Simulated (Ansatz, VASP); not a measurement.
**Two plane-wave programs on BiSb4O**

File INCAR:

```
  PREC = Accurate
  ENCUT = 600
  EDIFF = 1E-6
  ISMEAR = 0
  SIGMA = 0.1
  LREAL = False
  LASPH = True
  NELM = 80
  ALGO = Normal
  ISIF = 3
  LWAVE = False
  LCHARG = False
  GGA = PE
  IBRION = 2
  NSW = 90
  EDIFFG = -0.04
```

Contents of KPOINTS:

```
Automatic mesh
0
Gamma
  4 4 2
```

Contents of POSCAR:

```
BiSb4O
1.0
    4.5147114200      0.0000000000      0.0000000000
    0.0000000000      4.5147114200      0.0000000000
    0.0000000000      0.0000000000      7.5094784800
Sb Bi O
4 1 1
Direct
    0.5000000000      0.0000000000      0.6975501200
    0.0000000000      0.5000000000      0.3024498800
    0.5000000000      0.0000000000      0.3024498800
    0.0000000000      0.5000000000      0.6975501200
    0.5000000000      0.5000000000      0.5000000000
    0.0000000000      0.0000000000      0.0000000000
```

Input for Ansatz:

```yaml
crystal:
  lattice:
    - [4.51471142, 0.0, 0.0]
    - [0.0, 4.51471142, 0.0]
    - [0.0, 0.0, 7.50947848]
  atoms:
    - { symbol: Sb, position: [0.5, 0.0, 0.69755012] }
    - { symbol: Sb, position: [0.0, 0.5, 0.30244988] }
    - { symbol: Sb, position: [0.5, 0.0, 0.30244988] }
    - { symbol: Sb, position: [0.0, 0.5, 0.69755012] }
    - { symbol: Bi, position: [0.5, 0.5, 0.5] }
    - { symbol: O, position: [0.0, 0.0, 0.0] }
basis:
  ecutwfc: 420
kpoints:
  mp_grid: { grid: [4, 4, 2] }
hamiltonian:
  xc: pbe
scf:
  occupations: { method: gaussian, width: 0.1 }
  lower_state_search: "off"
output:
  forces: true
  stress: true
  eigenvalues: true
relax:
  adjacent_minimum: "off"
  f_tol: 0.04
  max_steps: 70
  cell: { stress_tol: 0.4 }
```

Change from the starting cell: species swapped into the TlBiF4 type (P4/mmm, No. 123).

Alike in both runs: task relaxation of cell and atoms; functional PBE; k mesh 4 × 4 × 2; occupations gaussian, width 0.1 eV; no spin polarisation.

```csv
,VASP,Ansatz
version,VASP 6.6.1,Ansatz 0.2.0
potentials or method,"VASP PAW PBE potentials, release 64 (Sb, Bi_d, O), cutoff 600 eV","scalar-relativistic, plane waves, PAW"
valence electrons in the cell,41,81
```

```tsv
	VASP	Ansatz	Ansatz less VASP
gap on the k mesh at the Fermi level, each at its own relaxed structure (eV)	none	none	-
relaxed volume (Å³/atom)	27.24	27.33	+0.088
relaxed length of the cell vector where the two differ most in proportion (Å)	7.720	7.746	+0.0253
```

A gap of «none» marks a metal or a gap that the smearing closes. VASP's potentials hold 41 valence electrons a cell and Ansatz's 81, so a difference there can come from the potentials and not from the codes.

The k mesh is coarse, so the values compare programs but aren't converged. Neither program's run includes spin-orbit coupling.
